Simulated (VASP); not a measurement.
B2Se3: relaxation of cell and atoms with PBE

Crystal: B2Se3.

```
B Se
1.0
     3.57290    0.00000    0.00000
    -1.78645    3.09423    0.00000
     0.00000    0.00000    8.37524
B Se
2 3
Cartesian
  0.0000 2.0628 4.9402
  1.7865 1.0314 3.4350
  0.0000 0.0000 0.0000
  0.0000 2.0628 2.8074
  1.7865 1.0314 5.5679
```

The cell was generated, and may not be a known phase.

```yaml
Program: VASP 6.6.1
Task: relaxation of cell and atoms
Functional: PBE
Potentials_or_basis: VASP PAW PBE potentials, release 64 (B, Se)
Cutoff: 600 eV
k_mesh: 12 × 12 × 6
Occupations: gaussian, width 0.1 eV
Spin: no spin polarisation
Dipole_correction: no
Further_INCAR_settings: ALGO = Fast; EDIFF = 1e-06; IBRION = 2; EDIFFG = -0.01; NSW = 100; ISIF = 3
```

| Quantity | Value |
| --- | --- |
| Energy gained by relaxing | 0.7 meV/atom |
| Ionic steps | 10 |
| Pressure after relaxing | 0.0 GPa |
| Largest force after relaxing | 0.010 eV/Å |
| Band gap on the k mesh | zero (bands 12 and 13 overlap by 0.47 eV) |

Forces in eV/Å, atoms in the order of the input:
```
B    0.000  0.000  0.010
B    0.000  0.000 -0.010
Se   0.000  0.000  0.000
Se   0.000  0.000  0.010
Se   0.000  0.000 -0.010
```

Stress tensor (GPa, compression positive):
```
-0.01  0.00  0.00
 0.00 -0.01  0.00
 0.00  0.00  0.07
```

Step by step:
```csv
step,energy change (eV),largest force (eV/Å),pressure (GPa),volume (Å³)
1,0.0000,0.0716,-0.48,92.59
2,-0.0021,0.0221,0.19,91.84
3,-0.0021,0.0223,0.16,91.87
4,-0.0025,0.0415,0.09,92.00
5,-0.0026,0.0534,0.02,92.09
6,-0.0029,0.0487,0.01,92.20
7,-0.0032,0.0408,0.00,92.49
8,-0.0033,0.0194,0.07,92.49
9,-0.0033,0.0213,0.07,92.49
10,-0.0034,0.0099,0.02,92.60
```

Final structure:
```
B Se
1.0
     3.55827    0.00000    0.00000
    -1.77913    3.08155    0.00000
     0.00000    0.00000    8.44495
B Se
2 3
Direct
  0.33333 0.66667 0.58859
  0.66667 0.33333 0.41141
  0.00000 0.00000 0.00000
  0.33333 0.66667 0.33673
  0.66667 0.33333 0.66327
```

Levels at points of the mesh, in eV from the Fermi level:
| k point | band 9 | band 10 | band 11 | band 12 | band 13 | band 14 | band 15 | band 16 |
| --- | --- | --- | --- | --- | --- | --- | --- | --- |
| (0.00, 0.00, 0.00) | -2.85 | -2.62 | -0.17 | 0.04 | 0.80 | 0.80 | 1.34 | 1.34 |
| (0.50, 0.00, 0.00) | -4.30 | -2.68 | -1.64 | -1.16 | 0.15 | 1.09 | 1.76 | 3.92 |
| (0.00, 0.00, 0.50) | -2.85 | -2.07 | -1.50 | -0.17 | 0.93 | 0.93 | 1.11 | 1.11 |
| (0.50, 0.00, 0.50) | -4.33 | -2.92 | -1.62 | -0.53 | 0.22 | 0.88 | 2.67 | 2.89 |

It took 14 min on 1 thread of Oxide Virtual Turin-like Processor, with other jobs on the host, peak memory 0.34 GiB.

Caveat: semilocal functionals underestimate gaps, and a narrow one can read as zero.
